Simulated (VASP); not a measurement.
# PbF2 (Fm-3m) in VASP: notebook

The runs below take PbF2 through single point, with PBE.

All numbers are computed with VASP 6.6.1; they aren't measurements. Logs are shortened: lines on timing, memory, paths and dates and some standing lists are left out, and cuts for length are marked.

## Step 1: The cell of the first run

Symmetry: Fm-3m, No. 225, cubic system. Conventional cell: a = 5.927 Å, b = 5.927 Å, c = 5.927 Å, α = 90.00°, β = 90.00°, γ = 90.00°. Pb (site symmetry m-3m) has 8 F at 2.57 Å within 3.4 Å. F (site symmetry -43m) has 4 Pb at 2.57 Å and 6 F at 2.96 Å within 3.4 Å.

## Step 2: Single point, PBE (strained)

The input, INCAR:

```
ALGO = Normal
EDIFF = 1E-7
ENCUT = 520
GGA = PE
ISIF = 2
ISMEAR = 0
LASPH = True
LCHARG = False
LREAL = False
LWAVE = False
NBANDS = 21
NELM = 60
PREC = Accurate
SIGMA = 0.02
```

The input, KPOINTS:

```
k-points
0
Gamma
  8 8 8
```

The input, POSCAR:

```
PbF2
1.0
    0.0000000000      2.9635242195      2.9635242195
    2.9635242195      0.0000000000      2.9635242195
    2.9635242195      2.9635242195      0.0000000000
Pb F
1 2
Direct
    0.0000000000      0.0000000000      0.0000000000
    0.2500000000      0.2500000000      0.2500000000
    0.7500000000      0.7500000000      0.7500000000
```

Potentials or basis: VASP PAW PBE potentials, release 64 (Pb_d, F).

On the command line:

```console
$ cat potpaw_PBE.64/Pb_d/POTCAR potpaw_PBE.64/F/POTCAR > POTCAR
$ mpirun -np 1 vasp_std > vasp.out
```

OUTCAR:

```text
EDIFF = 1E-7
   ENCUT = 520
   GGA = PE
   ISIF = 2
   ISMEAR = 0
   LASPH = True
   LREAL = False
   NELM = 60
   PREC = Accurate

 ion  position               nearest neighbor table
   1  0.000  0.000  0.000-   3 2.57   3 2.57   3 2.57   2 2.57   3 2.57   2 2.57   2 2.57   2 2.57

   2  0.250  0.250  0.250-   1 2.57   1 2.57   1 2.57   1 2.57
   3  0.750  0.750  0.750-   1 2.57   1 2.57   1 2.57   1 2.57

  LATTYP: Found a face centered cubic cell.
 ALAT       =     5.9270484390

  Lattice vectors:

 A1 = (   0.0000000000,   2.9635242195,   2.9635242195)
 A2 = (   2.9635242195,   0.0000000000,   2.9635242195)
 A3 = (   2.9635242195,   2.9635242195,   0.0000000000)

Analysis of symmetry for initial positions (statically):
=====================================================================
 Subroutine PRICEL returns:
 Original cell was already a primitive cell.

 Routine SETGRP: Setting up the symmetry group for a
 face centered cubic supercell.

 Subroutine GETGRP returns: Found 48 space group operations
 (whereof 48 operations were pure point group operations)
 out of a pool of 48 trial point group operations.

The static configuration has the point symmetry O_h .

Analysis of symmetry for dynamics (positions and initial velocities):
=====================================================================
 Subroutine PRICEL returns:
 Original cell was already a primitive cell.

 Routine SETGRP: Setting up the symmetry group for a
 face centered cubic supercell.

 Subroutine GETGRP returns: Found 48 space group operations
 (whereof 48 operations were pure point group operations)
 out of a pool of 48 trial point group operations.

The dynamic configuration has the point symmetry O_h .

 Subroutine INISYM returns: Found 48 space group operations
 (whereof 48 operations are pure point group operations),
 and found     1 'primitive' translations

----------------------------------------------------------------------------------------

                                     Primitive cell

  volume of cell :      52.0542

  direct lattice vectors                    reciprocal lattice vectors
     0.000000000  2.963524220  2.963524220    -0.168718041  0.168718041  0.168718041
     2.963524220  0.000000000  2.963524220     0.168718041 -0.168718041  0.168718041
     2.963524220  2.963524220  0.000000000     0.168718041  0.168718041 -0.168718041

  length of vectors
     4.191056144  4.191056144  4.191056144     0.292228219  0.292228219  0.292228219

  position of ions in fractional coordinates (direct lattice)
     0.000000000  0.000000000  0.000000000
     0.250000000  0.250000000  0.250000000
     0.750000000  0.750000000  0.750000000

  ion indices of the primitive-cell ions
   primitive index   ion index
                 1           1
                 2           2
                 3           3

----------------------------------------------------------------------------------------

 KPOINTS: k-points

Automatic generation of k-mesh.
 Grid dimensions read from file:
 generate k-points for:    8    8    8

 Generating k-lattice:

  Cartesian coordinates                     Fractional coordinates (reciprocal lattice)
    -0.021089755  0.021089755  0.021089755     0.125000000  0.000000000  0.000000000
     0.021089755 -0.021089755  0.021089755     0.000000000  0.125000000  0.000000000
     0.021089755  0.021089755 -0.021089755     0.000000000  0.000000000  0.125000000

  Length of vectors
     0.036528527  0.036528527  0.036528527

  Shift w.r.t. Gamma in fractional coordinates (k-lattice)
     0.000000000  0.000000000  0.000000000

 Subroutine IBZKPT returns following result:
 ===========================================

 Found     29 irreducible k-points:

 Following reciprocal coordinates:
            Coordinates               Weight
  0.000000  0.000000  0.000000      1.000000
  0.125000  0.000000  0.000000      8.000000
  0.250000  0.000000  0.000000      8.000000
  0.375000  0.000000  0.000000      8.000000
  0.500000  0.000000  0.000000      4.000000
  0.125000  0.125000  0.000000      6.000000
[... 16 lines left out ...]
  0.500000  0.250000  0.125000     48.000000
 -0.375000  0.250000  0.125000     24.000000
 [... further k-points ...]
   k-points           NKPTS =     29   k-points in BZ     NKDIM =     29   number of bands    NBANDS=     21
   number of dos      NEDOS =    301   number of ions     NIONS =      3
   total plane-waves  NPLWV =  32768
   dimension x,y,z NGX =    32 NGY =   32 NGZ =   32
   dimension x,y,z NGXF=    64 NGYF=   64 NGZF=   64
   ions per type =               1   2
   NGX,Y,Z   is equivalent  to a cutoff of  12.69, 12.69, 12.69 a.u.
   NGXF,Y,Z  is equivalent  to a cutoff of  25.39, 25.39, 25.39 a.u.
 SYSTEM =  unknown system
   PREC   = accura    normal or accurate (medium, high low for compatibility)
   ISTART =      0    job   : 0-new  1-cont  2-samecut
   ICHARG =      2    charge: 1-file 2-atom 10-const
   ISPIN  =      1    spin polarized calculation?
   LNONCOLLINEAR =      F non collinear calculations
   LSORBIT =      F    spin-orbit coupling
   LASPH  =      T    aspherical Exc in radial PAW
   ENCUT  =  520.0 eV  38.22 Ry    6.18 a.u.   7.79  7.79  7.79*2*pi/ulx,y,z
   NELM   =     60;   NELMIN=  2; NELMDL= -5     # of ELM steps
   EDIFF  = 0.1E-06   stopping-criterion for ELM
   LREAL  =      F    real-space projection
   EDIFFG = 0.1E-05   stopping-criterion for IOM
   NSW    =      0    number of steps for IOM
   IBRION =     -1    ionic relax: 0-MD 1-quasi-New 2-CG
   NFREE  =      0    steps in history (QN), initial steepest desc. (CG)
   ISIF   =      2    stress and relaxation
   ISYM   =      2    0-nonsym 1-usesym 2-fastsym
   POTIM  = 0.5000    time-step for ionic-motion
   TEBEG  =    0.0;   TEEND  =   0.0 temperature during run
   PSTRESS=    0.0 pullay stress
   NELECT =      28.0000    total number of electrons
   NUPDOWN=      -1.0000    fix difference up-down
   EMIN   =  10.00;   EMAX   =-10.00  energy-range for DOS
   EFERMI =   0.00;   METHOD = LEGACY
   ISMEAR =     0;   SIGMA  =   0.02  broadening in eV -4-tet -1-fermi 0-gaus
   EFERMI_NEDOS =   21; number of points for ismear=-14 and -15
   IALGO  =     38    algorithm
   IMIX   =      4    mixing-type and parameters
     AMIX     =   0.40;   BMIX     =  1.00
     AMIX_MAG =   1.60;   BMIX_MAG =  1.00
  volume/ion in A,a.u.               =      17.35       117.09
  Fermi-wavevector in a.u.,A,eV,Ry     =   1.331401  2.515984 24.118093  1.772630
  Thomas-Fermi vector in A             =   2.460415
   LORBIT       =      0    0 simple, 1 ext, 2 COOP (PROOUT), +10 PAW based schemes
   GGA     = PE    functional components
   LHFCALC =     F    Hartree Fock is set to
   AEXX    =    0.0000 exact exchange contribution
   IVDW    =     0    specifies the selected vdW correction
   LEPSILON=     F    determine dielectric tensor
   LRPA    =     F    only Hartree local field effects (RPA)
 non-spin polarized calculation
 Gauss-broadening in eV      SIGMA  =   0.02
  energy-cutoff  :      520.00
  volume of cell :       52.05
 maximum number of plane-waves:      1424
   NGX = 15   NGY = 15   NGZ = 15

 number of electron      28.0000005 magnetization

 Free energy of the ion-electron system (eV)
  ---------------------------------------------------
  ext. energy  EPLUGINS =         0.00000000
  ---------------------------------------------------
  free energy    TOTEN  =       -14.33389427 eV

  energy without entropy =      -14.33389427  energy(sigma->0) =      -14.33389427

 E-fermi :   2.0957     XC(G=0):  -9.4070

 val. band max:        1.8912730376   @ k =  -0.2500   0.5000   0.2500
 cond. band min:       6.3070987788   @ k =   0.5000   0.5000   0.0000
 fundamental gap:      4.4158257412
 Fermi energy:         2.0956864788

 k-point     1 :       0.0000    0.0000    0.0000
  band No.  band energies     occupation
      1     -19.2080      2.00000
      2     -18.5868      2.00000
      3     -12.5464      2.00000
      4     -12.5464      2.00000
      5     -12.5464      2.00000
      6     -12.4897      2.00000
[... 13 lines left out ...]
     20      17.0407      0.00000
     21      19.4002      0.00000

 k-point     2 :       0.1250    0.0000    0.0000
  band No.  band energies     occupation
      1     -19.1776      2.00000
      2     -18.6146      2.00000
      3     -12.5401      2.00000
      4     -12.5401      2.00000
      5     -12.5143      2.00000
      6     -12.4896      2.00000
[... 13 lines left out ...]
     20      16.6175      0.00000
     21      18.8069      0.00000

 k-point     3 :       0.2500    0.0000    0.0000
  band No.  band energies     occupation
      1     -19.0984      2.00000
      2     -18.6852      2.00000
      3     -12.5306      2.00000
      4     -12.5306      2.00000
      5     -12.4838      2.00000
      6     -12.4838      2.00000
[... 13 lines left out ...]
     20      16.0487      0.00000
     21      17.5738      0.00000

 k-point     4 :       0.3750    0.0000    0.0000
  band No.  band energies     occupation
      1     -18.9970      2.00000
      2     -18.7762      2.00000
      3     -12.5293      2.00000
      4     -12.5293      2.00000
      5     -12.4695      2.00000
      6     -12.4695      2.00000
[... 13 lines left out ...]
     20      15.7288      0.00000
     21      16.5412      0.00000

 k-point     5 :       0.5000    0.0000    0.0000
  band No.  band energies     occupation
      1     -18.9203      2.00000
      2     -18.8475      2.00000
      3     -12.5303      2.00000
      4     -12.5303      2.00000
      5     -12.4619      2.00000
      6     -12.4619      2.00000
[... 13 lines left out ...]
     20      15.6390      0.00000
     21      16.1406      0.00000
[... 382 lines left out ...]
     20      18.5830      0.00000
     21      19.1957      0.00000

 k-point    22 :       0.3750    0.2500    0.1250
  band No.  band energies     occupation
      1     -19.0427      2.00000
      2     -18.7316      2.00000
      3     -12.5110      2.00000
      4     -12.5069      2.00000
      5     -12.4951      2.00000
      6     -12.4660      2.00000
[... 13 lines left out ...]
     20      17.2186      0.00000
     21      18.0519      0.00000

 k-point    23 :       0.5000    0.2500    0.1250
  band No.  band energies     occupation
      1     -18.9617      2.00000
      2     -18.8018      2.00000
      3     -12.5108      2.00000
      4     -12.5025      2.00000
      5     -12.4777      2.00000
      6     -12.4442      2.00000
[... 13 lines left out ...]
     20      17.7734      0.00000
     21      18.3175      0.00000

 k-point    24 :      -0.3750    0.2500    0.1250
  band No.  band energies     occupation
      1     -18.8976      2.00000
      2     -18.8611      2.00000
      3     -12.5109      2.00000
      4     -12.5041      2.00000
      5     -12.4659      2.00000
      6     -12.4354      2.00000
[... 13 lines left out ...]
     20      17.9816      0.00000
     21      18.4434      0.00000

 [... further k-points ...]
[... 5 lines left out ...]
  --------------------------------------------------------------------------------------
  -------------------------------------------------------------------------------------
  Total        0.8091547      0.8091547      0.8091547     -0.0000000      0.0000000      0.0000000
  in kB       24.9050080     24.9050080     24.9050080     -0.0000000      0.0000000      0.0000000
  external PRESSURE =      24.9050080 kB  Pullay stress =       0.0000000 kB

 VOLUME and BASIS-vectors are now :
 -----------------------------------------------------------------------------
  energy-cutoff  :      520.00
  volume of cell :       52.05
      direct lattice vectors                 reciprocal lattice vectors
     0.000000000  2.963524220  2.963524220    -0.168718041  0.168718041  0.168718041
     2.963524220  0.000000000  2.963524220     0.168718041 -0.168718041  0.168718041
     2.963524220  2.963524220  0.000000000     0.168718041  0.168718041 -0.168718041

 POSITION                                       TOTAL-FORCE (eV/Angst)
 -----------------------------------------------------------------------------------
      0.00000      0.00000      0.00000         0.000000      0.000000     -0.000000
      1.48176      1.48176      1.48176         0.000000      0.000000      0.000000
      4.44529      4.44529      4.44529        -0.000000     -0.000000     -0.000000
 -----------------------------------------------------------------------------------
    total drift:                                0.000000     -0.000000      0.000000

  FREE ENERGIE OF THE ION-ELECTRON SYSTEM (eV)
  ---------------------------------------------------
  free  energy   TOTEN  =       -14.3338942726 eV

  energy  without entropy=      -14.3338942726  energy(sigma->0) =      -14.33389427
```

Run time: 10 s. Hardware: 1 thread of Intel Xeon 6975P-C (Granite Rapids), shared host; peak memory 0.18 GiB.

Results:

| Property | Result |
| --- | --- |
| Free energy | -14.3339 eV |
| Pressure | 2.5 GPa |
| Band gap on the k mesh | 4.42 eV, indirect (least direct gap 4.56 eV) |

Levels at points of the mesh, in eV from the valence-band top:
| k point | band 10 | band 11 | band 12 | band 13 | band 14 | band 15 | band 16 | band 17 | band 18 | band 19 |
| --- | --- | --- | --- | --- | --- | --- | --- | --- | --- | --- |
| (0.00, 0.00, 0.00) | -2.48 | -2.48 | -1.98 | -1.98 | -1.98 | 6.77 | 6.77 | 6.77 | 10.64 | 15.15 |
| (0.50, 0.00, 0.00) | -2.68 | -2.68 | -2.15 | -2.15 | -0.03 | 5.03 | 7.67 | 7.67 | 13.22 | 13.75 |
| (0.50, 0.50, 0.00) | -3.56 | -1.56 | -1.56 | -1.56 | -0.15 | 4.42 | 7.90 | 7.90 | 8.96 | 14.20 |

Caveat: the cell differs from its parent crystal (strained); spin-orbit coupling is left out, which moves the levels of the heavy elements.

## Step 3: Single point, PBE (strained)

The input, INCAR:

```
ALGO = Normal
EDIFF = 1E-6
ENCUT = 520
GGA = PE
ISIF = 2
ISMEAR = 0
LASPH = True
LCHARG = True
LELF = True
LREAL = False
LVHAR = True
LWAVE = False
NBANDS = 21
NELM = 60
PREC = Accurate
SIGMA = 0.02
```

KPOINTS is that of step 2.

The input, POSCAR:

```
PbF2
1.0
    0.0000000000      3.0228321240      3.0228321240
    3.0228321240      0.0000000000      3.0228321240
    3.0228321240      3.0228321240      0.0000000000
Pb F
1 2
Direct
    0.0000000000      0.0000000000      0.0000000000
    0.2500000000      0.2500000000      0.2500000000
    0.7500000000      0.7500000000      0.7500000000
```

Potentials or basis: VASP PAW PBE potentials, release 64 (Pb_d, F).

On the command line:

```console
$ cat potpaw_PBE.64/Pb_d/POTCAR potpaw_PBE.64/F/POTCAR > POTCAR
$ mpirun -np 1 vasp_std > vasp.out
```

Run time: 11 s. Hardware: 1 thread of Intel Xeon 6975P-C (Granite Rapids), shared host; peak memory 0.18 GiB.

The run converged. Its results:

```yaml
Free_energy: -14.3461 eV
Pressure: -1.6 GPa
Band_gap_on_the_k_mesh: 4.41 eV, indirect (least direct gap 4.56 eV)
```

Levels at points of the mesh, in eV from the valence-band top:
| k point | band 12 | band 13 | band 14 | band 15 | band 16 | band 17 |
| --- | --- | --- | --- | --- | --- | --- |
| (0.00, 0.00, 0.00) | -1.63 | -1.63 | -1.63 | 6.69 | 6.69 | 6.69 |
| (0.50, 0.00, 0.00) | -1.80 | -1.80 | 0.00 | 5.02 | 7.47 | 7.47 |
| (0.50, 0.50, 0.00) | -1.25 | -1.24 | -0.15 | 4.41 | 7.67 | 7.67 |

Caveat: the cell differs from its parent crystal (strained); spin-orbit coupling is left out, which moves the levels of the heavy elements. A k mesh can miss the band edges.
